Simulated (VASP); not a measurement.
# Os (Im-3m) in VASP: notebook

Runs on Os. Level: PBE. Tasks: single point, relaxation of cell and atoms.

All numbers are computed with VASP 6.6.1; they aren't measurements. Logs are shortened: lines on timing, memory, paths and dates and some standing lists are left out, and cuts for length are marked.

### 1 The cell of the first run

Symmetry: Im-3m, No. 229, cubic system. The conventional cell has a = 3.090 Å, b = 3.090 Å, c = 3.090 Å, α = 90.00°, β = 90.00°, γ = 90.00°. Os (site symmetry m-3m) has 14 Os at 2.68 to 3.09 Å within 3.5 Å.

### 2 Single point, PBE

Input file INCAR:

```
SYSTEM = Os
  PREC = Accurate
  ENCUT = 520
  EDIFF = 1E-7
  ISMEAR = 0
  SIGMA = 0.1
  LREAL = .FALSE.
  LASPH = .TRUE.
  NELM = 60
  ALGO = Normal
  ISIF = 2
  LWAVE = .FALSE.
  LCHARG = .FALSE.
  GGA = PE
  NBANDS = 10
```

Input file KPOINTS:

```
Automatic mesh
0
G
  8 8 8
  0 0 0
```

Input file POSCAR:

```
Os
1.0
   -1.5448709631      1.5448709631      1.5448709631
    1.5448709631     -1.5448709631      1.5448709631
    1.5448709631      1.5448709631     -1.5448709631
Os
1
Direct
    0.0000000000      0.0000000000      0.0000000000
```

Potentials or basis: VASP PAW PBE potentials, release 64 (Os).

Command:

```sh
$ cat potpaw_PBE.64/Os/POTCAR > POTCAR
$ mpirun -np 1 vasp_std > vasp.out
```

OUTCAR:

```text
SYSTEM = Os
   PREC = Accurate
   ENCUT = 520
   EDIFF = 1E-7
   ISMEAR = 0
   LREAL = .FALSE.
   LASPH = .TRUE.
   NELM = 60
   ISIF = 2
   GGA = PE

 ion  position               nearest neighbor table
   1  0.000  0.000  0.000-

  LATTYP: Found a body centered cubic cell.
 ALAT       =     3.0897419262

  Lattice vectors:

 A1 = (  -1.5448709631,   1.5448709631,   1.5448709631)
 A2 = (   1.5448709631,  -1.5448709631,   1.5448709631)
 A3 = (   1.5448709631,   1.5448709631,  -1.5448709631)

Analysis of symmetry for initial positions (statically):
=====================================================================
 Subroutine PRICEL returns:
 Original cell was already a primitive cell.

 Routine SETGRP: Setting up the symmetry group for a
 body centered cubic supercell.

 Subroutine GETGRP returns: Found 48 space group operations
 (whereof 48 operations were pure point group operations)
 out of a pool of 48 trial point group operations.

The static configuration has the point symmetry O_h .

Analysis of symmetry for dynamics (positions and initial velocities):
=====================================================================
 Subroutine PRICEL returns:
 Original cell was already a primitive cell.

 Routine SETGRP: Setting up the symmetry group for a
 body centered cubic supercell.

 Subroutine GETGRP returns: Found 48 space group operations
 (whereof 48 operations were pure point group operations)
 out of a pool of 48 trial point group operations.

The dynamic configuration has the point symmetry O_h .

 Subroutine INISYM returns: Found 48 space group operations
 (whereof 48 operations are pure point group operations),
 and found     1 'primitive' translations

----------------------------------------------------------------------------------------

                                     Primitive cell

  volume of cell :      14.7481

  direct lattice vectors                    reciprocal lattice vectors
    -1.544870963  1.544870963  1.544870963     0.000000000  0.323651627  0.323651627
     1.544870963 -1.544870963  1.544870963     0.323651627  0.000000000  0.323651627
     1.544870963  1.544870963 -1.544870963     0.323651627  0.323651627  0.000000000

  length of vectors
     2.675794999  2.675794999  2.675794999     0.457712520  0.457712520  0.457712520

  position of ions in fractional coordinates (direct lattice)
     0.000000000  0.000000000  0.000000000

  ion indices of the primitive-cell ions
   primitive index   ion index
                 1           1

----------------------------------------------------------------------------------------

 KPOINTS: Automatic mesh

Automatic generation of k-mesh.
 Grid dimensions read from file:
 generate k-points for:    8    8    8

 Generating k-lattice:

  Cartesian coordinates                     Fractional coordinates (reciprocal lattice)
     0.000000000  0.040456453  0.040456453     0.125000000  0.000000000  0.000000000
     0.040456453  0.000000000  0.040456453     0.000000000  0.125000000  0.000000000
     0.040456453  0.040456453  0.000000000     0.000000000  0.000000000  0.125000000

  Length of vectors
     0.057214065  0.057214065  0.057214065

  Shift w.r.t. Gamma in fractional coordinates (k-lattice)
     0.000000000  0.000000000  0.000000000

 Subroutine IBZKPT returns following result:
 ===========================================

 Found     29 irreducible k-points:

 Following reciprocal coordinates:
            Coordinates               Weight
  0.000000  0.000000  0.000000      1.000000
  0.125000  0.000000  0.000000     12.000000
  0.250000  0.000000  0.000000     12.000000
  0.375000  0.000000  0.000000     12.000000
  0.500000  0.000000  0.000000      6.000000
  0.125000  0.125000  0.000000     24.000000
[... 16 lines left out ...]
 -0.250000  0.250000  0.250000      6.000000
 -0.375000  0.375000  0.250000     24.000000
 [... further k-points ...]
   k-points           NKPTS =     29   k-points in BZ     NKDIM =     29   number of bands    NBANDS=     10
   number of dos      NEDOS =    301   number of ions     NIONS =      1
   total plane-waves  NPLWV =   8000
   dimension x,y,z NGX =    20 NGY =   20 NGZ =   20
   dimension x,y,z NGXF=    40 NGYF=   40 NGZF=   40
   ions per type =               1
   NGX,Y,Z   is equivalent  to a cutoff of  12.43, 12.43, 12.43 a.u.
   NGXF,Y,Z  is equivalent  to a cutoff of  24.85, 24.85, 24.85 a.u.
 SYSTEM =  Os
   PREC   = accura    normal or accurate (medium, high low for compatibility)
   ISTART =      0    job   : 0-new  1-cont  2-samecut
   ICHARG =      2    charge: 1-file 2-atom 10-const
   ISPIN  =      1    spin polarized calculation?
   LNONCOLLINEAR =      F non collinear calculations
   LSORBIT =      F    spin-orbit coupling
   LASPH  =      T    aspherical Exc in radial PAW
   ENCUT  =  520.0 eV  38.22 Ry    6.18 a.u.   4.98  4.98  4.98*2*pi/ulx,y,z
   NELM   =     60;   NELMIN=  2; NELMDL= -5     # of ELM steps
   EDIFF  = 0.1E-06   stopping-criterion for ELM
   LREAL  =      F    real-space projection
   EDIFFG = 0.1E-05   stopping-criterion for IOM
   NSW    =      0    number of steps for IOM
   IBRION =     -1    ionic relax: 0-MD 1-quasi-New 2-CG
   NFREE  =      0    steps in history (QN), initial steepest desc. (CG)
   ISIF   =      2    stress and relaxation
   ISYM   =      2    0-nonsym 1-usesym 2-fastsym
   POTIM  = 0.5000    time-step for ionic-motion
   TEBEG  =    0.0;   TEEND  =   0.0 temperature during run
   PSTRESS=    0.0 pullay stress
   NELECT =       8.0000    total number of electrons
   NUPDOWN=      -1.0000    fix difference up-down
   EMIN   =  10.00;   EMAX   =-10.00  energy-range for DOS
   EFERMI =   0.00;   METHOD = LEGACY
   ISMEAR =     0;   SIGMA  =   0.10  broadening in eV -4-tet -1-fermi 0-gaus
   EFERMI_NEDOS =   21; number of points for ismear=-14 and -15
   IALGO  =     38    algorithm
   IMIX   =      4    mixing-type and parameters
     AMIX     =   0.40;   BMIX     =  1.00
     AMIX_MAG =   1.60;   BMIX_MAG =  1.00
  volume/ion in A,a.u.               =      14.75        99.53
  Fermi-wavevector in a.u.,A,eV,Ry     =   1.335137  2.523044 24.253634  1.782592
  Thomas-Fermi vector in A             =   2.463865
   LORBIT       =      0    0 simple, 1 ext, 2 COOP (PROOUT), +10 PAW based schemes
   GGA     = PE    functional components
   LHFCALC =     F    Hartree Fock is set to
   AEXX    =    0.0000 exact exchange contribution
   IVDW    =     0    specifies the selected vdW correction
   LEPSILON=     F    determine dielectric tensor
   LRPA    =     F    only Hartree local field effects (RPA)
 non-spin polarized calculation
 Gauss-broadening in eV      SIGMA  =   0.10
  energy-cutoff  :      520.00
  volume of cell :       14.75
 maximum number of plane-waves:       420
   NGX =  9   NGY =  9   NGZ =  9

 number of electron       7.9999999 magnetization

 Free energy of the ion-electron system (eV)
  ---------------------------------------------------
  ext. energy  EPLUGINS =         0.00000000
  ---------------------------------------------------
  free energy    TOTEN  =       -10.37796838 eV

  energy without entropy =      -10.37016555  energy(sigma->0) =      -10.37406697

 E-fermi :   9.0140     XC(G=0): -13.7402

 val. band max:        8.9289846174   @ k =   0.1250   0.0000   0.0000
 cond. band min:       9.0435476096   @ k =  -0.3750   0.5000   0.2500
 fundamental gap:      0.1145629922
 Fermi energy:         9.0139698747

 k-point     1 :       0.0000    0.0000    0.0000
  band No.  band energies     occupation
      1      -1.7776      2.00000
      2       5.6957      2.00000
      3       5.6957      2.00000
      4       5.6957      2.00000
      5       8.9003      1.89191
      6       8.9004      1.89191
      7      25.1673      0.00000
      8      25.1673      0.00000
      9      25.1673      0.00000
     10      36.7882      0.00000

 k-point     2 :       0.1250    0.0000    0.0000
  band No.  band energies     occupation
      1      -1.0688      2.00000
      2       5.3477      2.00000
      3       5.6298      2.00000
      4       6.3640      2.00000
      5       8.4875      2.00000
      6       8.9290      1.77059
      7      25.5397      0.00000
      8      26.1884      0.00000
      9      26.3372      0.00000
     10      32.8632      0.00000

 k-point     3 :       0.2500    0.0000    0.0000
  band No.  band energies     occupation
      1       0.5812      2.00000
      2       4.5962      2.00000
      3       5.4528      2.00000
      4       8.2256      2.00000
      5       8.3398      2.00000
      6       9.0755      0.38419
      7      24.6479      0.00000
      8      24.9169      0.00000
      9      29.4661      0.00000
     10      32.2163      0.00000

 k-point     4 :       0.3750    0.0000    0.0000
  band No.  band energies     occupation
      1       1.4366      2.00000
      2       3.9396      2.00000
      3       6.7971      2.00000
      4       8.7866      1.99870
      5       9.3494      0.00000
      6      10.6978      0.00000
      7      20.3280      0.00000
      8      22.3887      0.00000
      9      28.0933      0.00000
     10      33.6081      0.00000

 k-point     5 :       0.5000    0.0000    0.0000
  band No.  band energies     occupation
      1       1.4100      2.00000
      2       3.6892      2.00000
      3       8.7538      1.99977
      4       8.7629      1.99962
      5       9.5102      0.00000
      6      12.0988      0.00000
      7      17.7050      0.00000
      8      21.4078      0.00000
      9      25.7965      0.00000
     10      33.2303      0.00000

 k-point     6 :       0.1250    0.1250    0.0000
  band No.  band energies     occupation
      1       0.1776      2.00000
      2       4.9941      2.00000
      3       5.1122      2.00000
      4       7.7992      2.00000
      5       8.0683      2.00000
      6       9.1717      0.02566
      7      25.8571      0.00000
      8      26.0406      0.00000
      9      27.4846      0.00000
     10      30.8939      0.00000

 k-point     7 :       0.2500    0.1250    0.0000
  band No.  band energies     occupation
      1       1.7034      2.00000
      2       4.3053      2.00000
      3       5.1857      2.00000
      4       8.2479      2.00000
      5       9.4300      0.00000
      6      10.3279      0.00000
      7      22.2026      0.00000
      8      24.1766      0.00000
      9      27.7215      0.00000
     10      30.0416      0.00000

 k-point     8 :       0.3750    0.1250    0.0000
  band No.  band energies     occupation
      1       1.9247      2.00000
      2       3.8854      2.00000
      3       6.7788      2.00000
      4       8.6732      2.00000
      5       9.8318      0.00000
      6      12.8990      0.00000
      7      18.0822      0.00000
      8      22.2138      0.00000
      9      25.2944      0.00000
     10      32.8667      0.00000

 k-point     9 :       0.2500    0.2500    0.0000
  band No.  band energies     occupation
      1       2.7360      2.00000
      2       4.1660      2.00000
      3       5.1904      2.00000
      4       8.5253      2.00000
      5       9.5759      0.00000
      6      13.5265      0.00000
      7      18.8082      0.00000
      8      22.3808      0.00000
      9      25.5782      0.00000
     10      30.5944      0.00000
[... 118 lines left out ...]
 k-point    19 :       0.5000    0.5000    0.1250
  band No.  band energies     occupation
      1       1.9944      2.00000
      2       4.3897      2.00000
      3       6.1930      2.00000
      4       7.8334      2.00000
      5      11.9751      0.00000
      6      12.2633      0.00000
      7      17.5213      0.00000
      8      23.2058      0.00000
      9      24.7003      0.00000
     10      31.6496      0.00000

 k-point    20 :      -0.3750    0.5000    0.1250
  band No.  band energies     occupation
      1       2.8741      2.00000
      2       4.3920      2.00000
      3       5.1860      2.00000
      4       7.9462      2.00000
      5      10.4168      0.00000
      6      13.9364      0.00000
      7      18.2485      0.00000
      8      22.3936      0.00000
      9      26.5191      0.00000
     10      30.4277      0.00000

 k-point    21 :      -0.3750   -0.3750    0.1250
  band No.  band energies     occupation
      1       4.0440      2.00000
      2       4.0440      2.00000
      3       4.0547      2.00000
      4       9.5062      0.00000
      5       9.5062      0.00000
      6      16.4738      0.00000
      7      18.3773      0.00000
      8      18.3773      0.00000
      9      30.1046      0.00000
     10      30.1615      0.00000

 k-point    22 :       0.2500    0.2500    0.2500
  band No.  band energies     occupation
      1       4.3997      2.00000
      2       4.3997      2.00000
      3       4.3997      2.00000
      4       9.6281      0.00000
      5       9.6281      0.00000
      6      14.6376      0.00000
      7      19.8042      0.00000
      8      19.8042      0.00000
      9      19.8042      0.00000
     10      36.8175      0.00000

 k-point    23 :      -0.2500    0.2500    0.2500
  band No.  band energies     occupation
      1       2.5431      2.00000
      2       4.6719      2.00000
      3       6.5206      2.00000
      4       6.5206      2.00000
      5       8.0851      2.00000
      6      10.1643      0.00000
      7      23.8231      0.00000
      8      27.4681      0.00000
      9      27.4681      0.00000
     10      28.3887      0.00000

 k-point    24 :      -0.3750    0.3750    0.2500
  band No.  band energies     occupation
      1       3.0839      2.00000
      2       3.7506      2.00000
      3       6.5284      2.00000
      4       7.3393      2.00000
      5      10.1773      0.00000
      6      11.6006      0.00000
      7      21.3672      0.00000
      8      24.1033      0.00000
      9      25.9500      0.00000
     10      29.4854      0.00000

 [... further k-points ...]
[... 5 lines left out ...]
  --------------------------------------------------------------------------------------
  -------------------------------------------------------------------------------------
  Total        0.0406705      0.0406705      0.0406705      0.0000000     -0.0000000     -0.0000000
  in kB        4.4182826      4.4182826      4.4182826      0.0000000     -0.0000000     -0.0000000
  external PRESSURE =       4.4182826 kB  Pullay stress =       0.0000000 kB

 VOLUME and BASIS-vectors are now :
 -----------------------------------------------------------------------------
  energy-cutoff  :      520.00
  volume of cell :       14.75
      direct lattice vectors                 reciprocal lattice vectors
    -1.544870963  1.544870963  1.544870963     0.000000000  0.323651627  0.323651627
     1.544870963 -1.544870963  1.544870963     0.323651627  0.000000000  0.323651627
     1.544870963  1.544870963 -1.544870963     0.323651627  0.323651627  0.000000000

 POSITION                                       TOTAL-FORCE (eV/Angst)
 -----------------------------------------------------------------------------------
      0.00000      0.00000      0.00000         0.000000      0.000000      0.000000
 -----------------------------------------------------------------------------------
    total drift:                               -0.000000     -0.000000     -0.000000

  FREE ENERGIE OF THE ION-ELECTRON SYSTEM (eV)
  ---------------------------------------------------
  free  energy   TOTEN  =       -10.3779683824 eV

  energy  without entropy=      -10.3701655527  energy(sigma->0) =      -10.37406697
```

Run time: 4.8 s. Hardware: 1 thread of AMD EPYC 7R43 (Zen 3), shared host; peak memory 0.09 GiB.

Results:

| Property | Result |
| --- | --- |
| Free energy | -10.3780 eV |
| Pressure | 0.4 GPa |
| Band gap on the k mesh | zero (band 4 reaches 11.30 eV, above the bottom of band 5 at 7.41 eV) |

Caveat: spin-orbit coupling is left out, which moves the levels of the heavy elements.

### 3 Relaxation of cell and atoms, PBE

This run uses another cell than the first one, of 15.54 Å³/atom, 1.054 times its volume.

Input file INCAR:

```
SYSTEM = Os
ALGO = Normal
EDIFF = 1E-7
EDIFFG = -0.04
ENCUT = 600
GGA = PE
IBRION = 2
ISIF = 3
ISMEAR = 0
LASPH = .TRUE.
LCHARG = .FALSE.
LREAL = .FALSE.
LWAVE = .FALSE.
NELM = 80
NSW = 90
PREC = Accurate
SIGMA = 0.1
```

Input file KPOINTS:

```
k-points
0
G
  8 8 8
  0 0 0
```

Input file POSCAR:

```
Os
1.0
   -1.5720969616      1.5720969616      1.5720969616
    1.5720969616     -1.5720969616      1.5720969616
    1.5720969616      1.5720969616     -1.5720969616
Os
1
Direct
    0.0000000000      0.0000000000      0.0000000000
```

Potentials or basis: VASP PAW PBE potentials, release 64 (Os).

Command:

```sh
$ cat potpaw_PBE.64/Os/POTCAR > POTCAR
$ mpirun -np 1 vasp_std > vasp.out
```

Run time: 18 s. Hardware: 1 thread of AMD EPYC 7R43 (Zen 3), shared host; peak memory 0.12 GiB.

It converged, with:

```yaml
Free_energy: -10.3789 eV
Relaxed_volume: 14.79 Å³/atom
Relaxed_cell: a = 2.678 Å, b = 2.678 Å, c = 2.678 Å, α = 109.47°, β = 109.47°, γ = 109.47°
Space_group_after_relaxing_to_0.05_Å: Im-3m (No. 229)
Energy_gained_by_relaxing: 40.6 meV/atom
Ionic_steps: 4
Pressure_after_relaxing: -0.4 GPa
Band_gap_on_the_k_mesh: zero (band 4 reaches 11.25 eV, above the bottom of band 5 at 7.38 eV)
```

The path:
```tsv
step	energy change (eV)	largest force (eV/Å)	pressure (GPa)	volume (Å³)
1	0.0000	0.0000	-16.07	15.54
2	0.6261	0.0000	102.84	12.29
3	-0.0404	0.0000	-1.41	14.83
4	-0.0406	0.0000	-0.36	14.79
```

Final structure:
```
CELL_PARAMETERS angstrom
-1.54626 1.54626 1.54626
1.54626 -1.54626 1.54626
1.54626 1.54626 -1.54626
ATOMIC_POSITIONS crystal
Os 0.00000 0.00000 0.00000
```

Levels at points of the mesh, in eV from the Fermi level:
```tsv
k point	band 1	band 2	band 3	band 4	band 5	band 6	band 7	band 8
(0.00, 0.00, 0.00)	-10.77	-3.31	-3.31	-3.31	-0.11	-0.11	16.15	16.15
(0.50, 0.00, 0.00)	-7.58	-5.30	-0.26	-0.25	0.49	3.07	8.66	12.39
(0.50, 0.50, 0.50)	-7.15	-7.15	2.27	2.27	2.27	7.72	7.72	7.72
```

Caveat: spin-orbit coupling is left out, which moves the levels of the heavy elements.
